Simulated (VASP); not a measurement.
Set up this calculation in VASP 6.6.1, as the native input.

```yaml
Task: single point
Functional: PBE
Potentials_or_basis: VASP PAW PBE potentials, release 64 (Cs_sv)
Cutoff: 520 eV
k_mesh: 8 × 8 × 8
Occupations: gaussian, width 0.05 eV
Spin: no spin polarisation
Dipole_correction: no
k_mesh_for_the_DOS: 12 × 12 × 12
Occupations_for_the_DOS: tetrahedron
Further_INCAR_settings: ALGO = Fast; EDIFF = 1e-06; NBANDS = 10
```

Crystal: Cs.

```
Cs
1.0
     5.50015    0.00000    0.00000
     0.00000    5.50015    0.00000
    -2.75008   -2.75008    4.09724
Cs
1
Direct
  0.00000 0.00000 0.00000
```

The input as run:

POSCAR

```
Cs
1.0
    5.5001509200      0.0000000000      0.0000000000
    0.0000000000      5.5001509200      0.0000000000
   -2.7500754600     -2.7500754600      4.0972389800
Cs
1
Direct
    0.0000000000      0.0000000000      0.0000000000
```

INCAR.step1

```
SYSTEM = Cs
  ALGO = Fast
  EDIFF = 1E-6
  ENCUT = 520
  GGA = PE
  ISIF = 2
  ISMEAR = 0
  LASPH = .TRUE.
  LCHARG = .TRUE.
  LREAL = .FALSE.
  LWAVE = .FALSE.
  NBANDS = 10
  NELM = 60
  PREC = Accurate
  SIGMA = 0.05
```

KPOINTS.step1

```
k-points
0
G
  8 8 8
  0 0 0
```

INCAR.step2

```
SYSTEM = Cs
  ALGO = Fast
  EDIFF = 1E-6
  ENCUT = 520
  GGA = PE
  ICHARG = 11
  ISIF = 2
  ISMEAR = -5
  LASPH = .TRUE.
  LCHARG = .FALSE.
  LORBIT = 11
  LREAL = .FALSE.
  LWAVE = .FALSE.
  NBANDS = 10
  NEDOS = 2001
  NELM = 60
  PREC = Accurate
  SIGMA = 0.05
```

KPOINTS.step2

```
k-points
0
G
  12 12 12
  0 0 0
```

Potentials or basis: VASP PAW PBE potentials, release 64 (Cs_sv).

Launch:

```bash
$ cat potpaw_PBE.64/Cs_sv/POTCAR > POTCAR
$ cp INCAR.step1 INCAR
$ cp KPOINTS.step1 KPOINTS
$ mpirun -np 1 vasp_std > vasp.out
$ cp INCAR.step2 INCAR
$ cp KPOINTS.step2 KPOINTS
$ mpirun -np 1 vasp_std > vasp.out
```

It gave:

```json
{
 "Valence electrons inside the program's atomic spheres": "Cs 6.54"
}
```

Wall time 2.3 min on 1 thread of Intel(R) Xeon(R) Platinum 8259CL CPU @ 2.50GHz (Skylake/Cascade Lake), with other jobs on the host, peak memory 0.37 GiB.
